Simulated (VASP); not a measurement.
Wanted: the native input for a VASP 6.6.1 run.

| Property | Result |
| --- | --- |
| Task | relaxation of cell and atoms |
| Functional | r2SCAN |
| Potentials or basis | VASP PAW PBE potentials, release 64 (Cs_sv, Pb_d, Br) |
| Cutoff | 600 eV |
| k mesh | 4 × 4 × 4 |
| Occupations | gaussian, width 0.1 eV |
| Spin | no spin polarisation |
| Target pressure | 1.7 GPa |
| Dipole correction | no |
| Further INCAR settings | ALGO = Normal; EDIFF = 1e-06; IBRION = 2; EDIFFG = -0.05; NSW = 80; ISIF = 3 |

The system is CsPbBr3.

```
Cs Pb Br
1.0
     5.79505    0.00000    0.00000
     0.00000    5.79505    0.00000
     0.00000    0.00000    5.79505
Cs Pb Br
1 1 3
Direct
  0.00000 0.00000 0.00000
  0.50000 0.50000 0.50000
  0.00000 0.50000 0.50000
  0.50000 0.00000 0.50000
  0.50000 0.50000 0.00000
```

These files were run (other wordings do the same):

POSCAR

```
CsPbBr3
1.0
    5.7950451579      0.0000000000      0.0000000000
    0.0000000000      5.7950451579      0.0000000000
    0.0000000000      0.0000000000      5.7950451579
Cs Pb Br
1 1 3
Direct
    0.0000000000      0.0000000000      0.0000000000
    0.5000000000      0.5000000000      0.5000000000
    0.0000000000      0.5000000000      0.5000000000
    0.5000000000      0.0000000000      0.5000000000
    0.5000000000      0.5000000000      0.0000000000
```

INCAR.step1

```
SYSTEM = CsPbBr3
  ALGO = Normal
  EDIFF = 1E-4
  ENCUT = 600
  GGA = PE
  ISMEAR = 0
  LASPH = .True.
  LCHARG = .False.
  LREAL = .False.
  LWAVE = .True.
  NELM = 100
  PREC = Accurate
  SIGMA = 0.1
```

INCAR.step2

```
SYSTEM = CsPbBr3
  ALGO = Normal
  EDIFF = 1E-6
  EDIFFG = -0.05
  ENCUT = 600
  IBRION = 2
  ISIF = 3
  ISMEAR = 0
  ISTART = 1
  LASPH = .True.
  LCHARG = .False.
  LMIXTAU = .True.
  LREAL = .False.
  LWAVE = .False.
  METAGGA = R2SCAN
  NELM = 100
  NSW = 80
  PREC = Accurate
  PSTRESS = 17.0
  SIGMA = 0.1
```

KPOINTS

```
k-points
0
Gamma
  4 4 4
  0 0 0
```

Potentials or basis: VASP PAW PBE potentials, release 64 (Cs_sv, Pb_d, Br).

The run is started by

```console
$ cat potpaw_PBE.64/Cs_sv/POTCAR potpaw_PBE.64/Pb_d/POTCAR potpaw_PBE.64/Br/POTCAR > POTCAR
$ cp INCAR.step1 INCAR
$ mpirun -np 1 vasp_std > vasp.out
$ cp INCAR.step2 INCAR
$ mpirun -np 1 vasp_std > vasp.out
```

It gave:

```
Relaxed volume                                             : 39.28 Å³/atom
Relaxed cell                                               : a = 5.813 Å, b = 5.813 Å, c = 5.813 Å, α = 90.00°, β = 90.00°, γ = 90.00°
Space group after relaxing (to 0.1 Å)                      : Pm-3m (No. 221)
Energy change on relaxing (the run minimises the enthalpy) : -4.0 meV/atom
Ionic steps                                                : 2
Pressure after relaxing                                    : 1.7 GPa
Band gap on the k mesh                                     : 1.77 eV
```

Caveat: the cell is relaxed towards a set pressure, so the run minimises the enthalpy, not the energy; the PAW data sets were made with another functional, which shifts forces and pressure a little; spin-orbit coupling is left out, which moves the levels of the heavy elements.

Wall time 14 min on 1 thread of Oxide Virtual Turin-like Processor (shared host), peak memory 0.37 GiB.
